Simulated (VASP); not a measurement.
A run of VASP 6.6.1 is set up as follows.

Contents of INCAR:

```
PREC = Accurate ; ENCUT = 520
EDIFF = 1E-6 ; ISMEAR = 0
SIGMA = 0.1 ; LREAL = False
LASPH = True ; NELM = 80
ALGO = Normal ; ISIF = 2
LWAVE = False ; LCHARG = True
GGA = PE ; LELF = True
LVHAR = True ; NBANDS = 22
```

File KPOINTS:

```
Automatic mesh
0
Gamma
  12 12 12
```

Contents of POSCAR:

```
ZnSnN
1.0
    3.8734193480      0.0000000000      0.0000000000
    0.0000000000      3.8734193480      0.0000000000
    0.0000000000      0.0000000000      3.6602260758
Zn Sn N
1 1 1
Direct
    0.5000000000      0.5000000000      0.5000000000
    0.0000000000      0.0000000000      0.0000000000
    0.5000000000      0.5000000000      0.0000000000
```

Potentials or basis: VASP PAW PBE potentials, release 64 (Zn, Sn_d, N).

The run is started by

```bash
$ cat potpaw_PBE.64/Zn/POTCAR potpaw_PBE.64/Sn_d/POTCAR potpaw_PBE.64/N/POTCAR > POTCAR
$ mpirun -np 1 vasp_std > vasp.out
```

Q: What does it give for the pressure?

A: 0.4 GPa.

Q: Estimate the band gap on the k mesh.

A: Zero (an odd number of electrons rules out a gap without spin polarisation).

Stress tensor (GPa, compression positive):
```
0.01 0.00 0.00
0.00 0.01 0.00
0.00 0.00 1.14
```

Caveat: spin-orbit coupling is left out, which moves the levels of the heavy elements.
